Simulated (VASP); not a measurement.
# TiC (I4/mmm) in VASP: a series of runs

TiC is run at these levels: PBEsol; tasks: single point.

All numbers are computed with VASP 6.6.1; they aren't measurements. Logs are shortened: lines on timing, memory, paths and dates and some standing lists are left out, and cuts for length are marked.

## (1) The cell of the first run

The structure is tetragonal, space group I4/mmm (No. 139). Conventional cell: a = 2.884 Å, b = 2.884 Å, c = 4.508 Å, α = 90.00°, β = 90.00°, γ = 90.00°. Ti (site symmetry 4/mmm) has 6 C at 2.04 to 2.25 Å within 2.7 Å. Within 2.7 Å of C (site symmetry 4/mmm) lie 6 Ti at 2.04 to 2.25 Å.

## (2) Single point, PBEsol (strain -0.050 along x and y, +0.050 along z)

Contents of INCAR:

```
SYSTEM = TiC
PREC = Accurate
ENCUT = 520
EDIFF = 1E-6
ISMEAR = 0
SIGMA = 0.15
LREAL = .FALSE.
LASPH = .TRUE.
NELM = 80
ALGO = Normal
ISIF = 2
LWAVE = .FALSE.
LCHARG = .FALSE.
GGA = PS
NBANDS = 15
```

Contents of KPOINTS:

```
Automatic mesh
0
G
  24 24 24
  0 0 0
```

Contents of POSCAR:

```
TiC
1.0
    0.0000000000      2.0393512101      2.2540197585
    2.0393512101      0.0000000000      2.2540197585
    2.0393512101      2.0393512101      0.0000000000
Ti C
1 1
Direct
    0.0000000000      0.0000000000      0.0000000000
    0.5000000000      0.5000000000      0.5000000000
```

Potentials or basis: VASP PAW PBE potentials, release 64 (Ti_sv, C).

Started as:

```sh
$ cat potpaw_PBE.64/Ti_sv/POTCAR potpaw_PBE.64/C/POTCAR > POTCAR
$ mpirun -np 1 vasp_std > vasp.out
```

OUTCAR:

```text
SYSTEM = TiC
   PREC = Accurate
   ENCUT = 520
   EDIFF = 1E-6
   ISMEAR = 0
   LREAL = .FALSE.
   LASPH = .TRUE.
   NELM = 80
   ISIF = 2
   GGA = PS

 ion  position               nearest neighbor table
   1  0.000  0.000  0.000-   2 2.04   2 2.04   2 2.04   2 2.04   2 2.25   2 2.25
   2  0.500  0.500  0.500-   1 2.04   1 2.04   1 2.04   1 2.04   1 2.25   1 2.25

  LATTYP: Found a body centered tetragonal cell.
 ALAT       =     2.8840781398
 C/A-ratio  =     1.5630781479

  Lattice vectors:

 A1 = (  -2.0393512101,   0.0000000000,   2.2540197585)
 A2 = (   2.0393512101,   0.0000000000,   2.2540197585)
 A3 = (   0.0000000000,   2.0393512101,  -2.2540197585)

Analysis of symmetry for initial positions (statically):
=====================================================================
 Subroutine PRICEL returns:
 Original cell was already a primitive cell.

 Routine SETGRP: Setting up the symmetry group for a
 body centered tetragonal supercell.

 Subroutine GETGRP returns: Found 16 space group operations
 (whereof 16 operations were pure point group operations)
 out of a pool of 16 trial point group operations.

The static configuration has the point symmetry D_4h.

Analysis of symmetry for dynamics (positions and initial velocities):
=====================================================================
 Subroutine PRICEL returns:
 Original cell was already a primitive cell.

 Routine SETGRP: Setting up the symmetry group for a
 body centered tetragonal supercell.

 Subroutine GETGRP returns: Found 16 space group operations
 (whereof 16 operations were pure point group operations)
 out of a pool of 16 trial point group operations.

The dynamic configuration has the point symmetry D_4h.

 Subroutine INISYM returns: Found 16 space group operations
 (whereof 16 operations are pure point group operations),
 and found     1 'primitive' translations

----------------------------------------------------------------------------------------

                                     Primitive cell

  volume of cell :      18.7487

  direct lattice vectors                    reciprocal lattice vectors
     0.000000000  2.039351210  2.254019759    -0.245176014  0.245176014  0.221825917
     2.039351210  0.000000000  2.254019759     0.245176014 -0.245176014  0.221825917
     2.039351210  2.039351210  0.000000000     0.245176014  0.245176014 -0.221825917

  length of vectors
     3.039664197  3.039664197  2.884078140     0.411617897  0.411617897  0.411617897

  position of ions in fractional coordinates (direct lattice)
     0.000000000  0.000000000  0.000000000
     0.500000000  0.500000000  0.500000000

  ion indices of the primitive-cell ions
   primitive index   ion index
                 1           1
                 2           2

----------------------------------------------------------------------------------------

 KPOINTS: Automatic mesh

Automatic generation of k-mesh.
 Grid dimensions read from file:
 generate k-points for:   24   24   24

 Generating k-lattice:

  Cartesian coordinates                     Fractional coordinates (reciprocal lattice)
    -0.010215667  0.010215667  0.009242747     0.041666667  0.000000000  0.000000000
     0.010215667 -0.010215667  0.009242747     0.000000000  0.041666667  0.000000000
     0.010215667  0.010215667 -0.009242747    -0.000000000 -0.000000000  0.041666667

  Length of vectors
     0.017150746  0.017150746  0.017150746

  Shift w.r.t. Gamma in fractional coordinates (k-lattice)
     0.000000000  0.000000000  0.000000000

 Subroutine IBZKPT returns following result:
 ===========================================

 Found   1063 irreducible k-points:

 Following reciprocal coordinates:
            Coordinates               Weight
  0.000000  0.000000  0.000000      1.000000
  0.041667 -0.000000  0.000000      8.000000
  0.083333 -0.000000  0.000000      8.000000
  0.125000 -0.000000  0.000000      8.000000
  0.166667 -0.000000  0.000000      8.000000
  0.208333 -0.000000  0.000000      8.000000
[... 16 lines left out ...]
  0.416667  0.041667  0.000000      8.000000
  0.458333  0.041667  0.000000      8.000000
 [... further k-points ...]
   k-points           NKPTS =   1063   k-points in BZ     NKDIM =   1063   number of bands    NBANDS=     15
   number of dos      NEDOS =    301   number of ions     NIONS =      2
   total plane-waves  NPLWV =  13824
   dimension x,y,z NGX =    24 NGY =   24 NGZ =   24
   dimension x,y,z NGXF=    48 NGYF=   48 NGZF=   48
   ions per type =               1   1
   NGX,Y,Z   is equivalent  to a cutoff of  13.13, 13.13, 13.83 a.u.
   NGXF,Y,Z  is equivalent  to a cutoff of  26.25, 26.25, 27.67 a.u.
 SYSTEM =  TiC
   PREC   = accura    normal or accurate (medium, high low for compatibility)
   ISTART =      0    job   : 0-new  1-cont  2-samecut
   ICHARG =      2    charge: 1-file 2-atom 10-const
   ISPIN  =      1    spin polarized calculation?
   LNONCOLLINEAR =      F non collinear calculations
   LSORBIT =      F    spin-orbit coupling
   LASPH  =      T    aspherical Exc in radial PAW
   ENCUT  =  520.0 eV  38.22 Ry    6.18 a.u.   5.65  5.65  5.36*2*pi/ulx,y,z
   NELM   =     80;   NELMIN=  2; NELMDL= -5     # of ELM steps
   EDIFF  = 0.1E-05   stopping-criterion for ELM
   LREAL  =      F    real-space projection
   EDIFFG = 0.1E-04   stopping-criterion for IOM
   NSW    =      0    number of steps for IOM
   IBRION =     -1    ionic relax: 0-MD 1-quasi-New 2-CG
   NFREE  =      0    steps in history (QN), initial steepest desc. (CG)
   ISIF   =      2    stress and relaxation
   ISYM   =      2    0-nonsym 1-usesym 2-fastsym
   POTIM  = 0.5000    time-step for ionic-motion
   TEBEG  =    0.0;   TEEND  =   0.0 temperature during run
   PSTRESS=    0.0 pullay stress
   NELECT =      16.0000    total number of electrons
   NUPDOWN=      -1.0000    fix difference up-down
   EMIN   =  10.00;   EMAX   =-10.00  energy-range for DOS
   EFERMI =   0.00;   METHOD = LEGACY
   ISMEAR =     0;   SIGMA  =   0.15  broadening in eV -4-tet -1-fermi 0-gaus
   EFERMI_NEDOS =   21; number of points for ismear=-14 and -15
   IALGO  =     38    algorithm
   IMIX   =      4    mixing-type and parameters
     AMIX     =   0.40;   BMIX     =  1.00
     AMIX_MAG =   1.60;   BMIX_MAG =  1.00
  volume/ion in A,a.u.               =       9.37        63.26
  Fermi-wavevector in a.u.,A,eV,Ry     =   1.552831  2.934425 32.807519  2.411285
  Thomas-Fermi vector in A             =   2.657150
   LORBIT       =      0    0 simple, 1 ext, 2 COOP (PROOUT), +10 PAW based schemes
   GGA     = PS    functional components
   LHFCALC =     F    Hartree Fock is set to
   AEXX    =    0.0000 exact exchange contribution
   IVDW    =     0    specifies the selected vdW correction
   LEPSILON=     F    determine dielectric tensor
   LRPA    =     F    only Hartree local field effects (RPA)
 non-spin polarized calculation
 Gauss-broadening in eV      SIGMA  =   0.15
  energy-cutoff  :      520.00
  volume of cell :       18.75
 maximum number of plane-waves:       525
   NGX = 11   NGY = 11   NGZ = 11

 number of electron      16.0000000 magnetization

 Free energy of the ion-electron system (eV)
  ---------------------------------------------------
  ext. energy  EPLUGINS =         0.00000000
  ---------------------------------------------------
  free energy    TOTEN  =       -19.55456398 eV

  energy without entropy =      -19.55153323  energy(sigma->0) =      -19.55304860

 E-fermi :  10.2853     XC(G=0): -13.2618

 val. band max:       10.2740410142   @ k =   0.5000   0.4167   0.0000
 cond. band min:      10.2853569745   @ k =   0.5000   0.0417   0.4583
 fundamental gap:      0.0113159604
 Fermi energy:        10.2852843528

 k-point     1 :       0.0000    0.0000    0.0000
  band No.  band energies     occupation
      1     -45.7908      2.00000
      2     -21.9638      2.00000
      3     -21.8264      2.00000
      4     -21.8264      2.00000
      5      -2.4639      2.00000
      6      10.4237      0.19189
      7      11.2917      0.00000
      8      11.2917      0.00000
      9      11.5401      0.00000
     10      11.7622      0.00000
     11      12.2532      0.00000
     12      12.2532      0.00000
     13      12.5873      0.00000
     14      22.2130      0.00000
     15      24.6362      0.00000

 k-point     2 :       0.0417   -0.0000    0.0000
  band No.  band energies     occupation
      1     -45.7889      2.00000
      2     -21.9679      2.00000
      3     -21.8367      2.00000
      4     -21.8266      2.00000
      5      -2.4191      2.00000
      6      10.3439      0.58079
      7      10.8704      0.00000
      8      11.2511      0.00000
      9      11.3158      0.00000
     10      11.7214      0.00000
     11      12.2312      0.00000
     12      12.4873      0.00000
     13      13.2233      0.00000
     14      22.2794      0.00000
     15      24.6710      0.00000

 k-point     3 :       0.0833   -0.0000    0.0000
  band No.  band energies     occupation
      1     -45.7835      2.00000
      2     -21.9820      2.00000
      3     -21.8649      2.00000
      4     -21.8271      2.00000
      5      -2.2862      2.00000
      6      10.0529      1.97157
      7      10.2094      1.52575
      8      10.8107      0.00000
      9      11.2513      0.00000
     10      11.5377      0.00000
     11      12.5260      0.00000
     12      13.1522      0.00000
     13      14.0351      0.00000
     14      22.4597      0.00000
     15      24.7509      0.00000
[... 343 lines left out ...]
 k-point    23 :       0.4167    0.0417    0.0000
  band No.  band energies     occupation
      1     -45.6911      2.00000
      2     -22.4942      2.00000
      3     -22.0268      2.00000
      4     -21.8423      2.00000
      5       0.7483      2.00000
      6       4.9258      2.00000
      7       7.0921      2.00000
      8       7.4573      2.00000
      9      13.2289      0.00000
     10      13.3339      0.00000
     11      14.4567      0.00000
     12      18.2018      0.00000
     13      19.3296      0.00000
     14      19.6633      0.00000
     15      25.9461      0.00000

 k-point    24 :       0.4583    0.0417    0.0000
  band No.  band energies     occupation
      1     -45.6839      2.00000
      2     -22.5364      2.00000
      3     -22.0364      2.00000
      4     -21.8406      2.00000
      5       1.1931      2.00000
      6       4.4160      2.00000
      7       6.9568      2.00000
      8       7.2770      2.00000
      9      13.3429      0.00000
     10      13.5922      0.00000
     11      14.7541      0.00000
     12      18.3358      0.00000
     13      19.1832      0.00000
     14      19.7869      0.00000
     15      25.5040      0.00000

 [... further k-points ...]
[... 5 lines left out ...]
  --------------------------------------------------------------------------------------
  -------------------------------------------------------------------------------------
  Total        4.4703606      4.4703606     -1.3119264      0.0000000     -0.0000000      0.0000000
  in kB      382.0158420    382.0158420   -112.1110150      0.0000000     -0.0000000      0.0000000
  external PRESSURE =     217.3068897 kB  Pullay stress =       0.0000000 kB

 VOLUME and BASIS-vectors are now :
 -----------------------------------------------------------------------------
  energy-cutoff  :      520.00
  volume of cell :       18.75
      direct lattice vectors                 reciprocal lattice vectors
     0.000000000  2.039351210  2.254019759    -0.245176014  0.245176014  0.221825917
     2.039351210  0.000000000  2.254019759     0.245176014 -0.245176014  0.221825917
     2.039351210  2.039351210  0.000000000     0.245176014  0.245176014 -0.221825917

 POSITION                                       TOTAL-FORCE (eV/Angst)
 -----------------------------------------------------------------------------------
      0.00000      0.00000      0.00000         0.000000      0.000000     -0.000000
      2.03935      2.03935      2.25402        -0.000000     -0.000000      0.000000
 -----------------------------------------------------------------------------------
    total drift:                                0.000000     -0.000000     -0.000000

  FREE ENERGIE OF THE ION-ELECTRON SYSTEM (eV)
  ---------------------------------------------------
  free  energy   TOTEN  =       -19.5545639803 eV

  energy  without entropy=      -19.5515332265  energy(sigma->0) =      -19.55304860
```

It took 3.4 min on 1 thread of Intel Xeon Platinum 8259CL at 2.50GHz (Skylake/Cascade Lake), shared host; peak memory 0.4 GiB.

What came out:

```
Free energy            : -19.5546 eV
Pressure               : 21.7 GPa
Band gap on the k mesh : zero (bands 8 and 9 overlap by 1.68 eV)
```

Caveat: the cell differs from its parent crystal (strain -0.050 along x and y, +0.050 along z); the cell stands under pressure; the PAW data sets were made with another functional, which shifts forces and pressure a little.

## (3) Single point, PBEsol (strain +0.000 along x and y, -0.050 along z)

Contents of INCAR:

```
SYSTEM = TiC
PREC = Accurate ; ENCUT = 520
EDIFF = 1E-6 ; ISMEAR = 0
SIGMA = 0.15 ; LREAL = .FALSE.
LASPH = .TRUE. ; NELM = 60
ALGO = Normal ; ISIF = 2
LWAVE = .FALSE. ; LCHARG = .TRUE.
GGA = PS ; LELF = .TRUE.
LVHAR = .TRUE. ; NBANDS = 15
```

Contents of KPOINTS:

```
regular mesh
0
G
  24 24 24
  0 0 0
```

Contents of POSCAR:

```
TiC
1.0
    0.0000000000      2.1466854843      2.0393512101
    2.1466854843      0.0000000000      2.0393512101
    2.1466854843      2.1466854843      0.0000000000
Ti C
1 1
Direct
    0.0000000000      0.0000000000      0.0000000000
    0.5000000000      0.5000000000      0.5000000000
```

Potentials or basis: VASP PAW PBE potentials, release 64 (Ti_sv, C).

Started as:

```sh
$ cat potpaw_PBE.64/Ti_sv/POTCAR potpaw_PBE.64/C/POTCAR > POTCAR
$ mpirun -np 1 vasp_std > vasp.out
```

Run time: 3.5 min. Hardware: 1 thread of Intel Xeon Platinum 8259CL at 2.50GHz (Skylake/Cascade Lake), shared host; peak memory 0.4 GiB.

Results (log left out):

| Property | Result |
| --- | --- |
| Free energy | -19.6988 eV |
| Pressure | 16.9 GPa |
| Band gap on the k mesh | zero (bands 8 and 9 overlap by 1.76 eV) |

Stress tensor (GPa, compression positive):
```
 6.94  0.00  0.00
 0.00  6.94  0.00
 0.00  0.00 36.72
```

Levels at points of the mesh, in eV from the Fermi level:
| k point | band 6 | band 7 | band 8 | band 9 | band 10 | band 11 |
| --- | --- | --- | --- | --- | --- | --- |
| (0.00, 0.00, 0.00) | 0.55 | 0.55 | 0.97 | 1.68 | 1.71 | 1.71 |
| (0.50, 0.00, 0.00) | -6.24 | -3.23 | -3.14 | 3.11 | 3.38 | 4.61 |
| (0.50, 0.50, 0.00) | -3.04 | -1.99 | -0.23 | -0.23 | 3.06 | 3.93 |
| (0.50, 0.00, 0.50) | -3.68 | -1.88 | 0.13 | 0.26 | 2.98 | 3.74 |

Caveat: the cell differs from its parent crystal (strain +0.000 along x and y, -0.050 along z); the cell stands under pressure; the PAW data sets were made with another functional, which shifts forces and pressure a little.
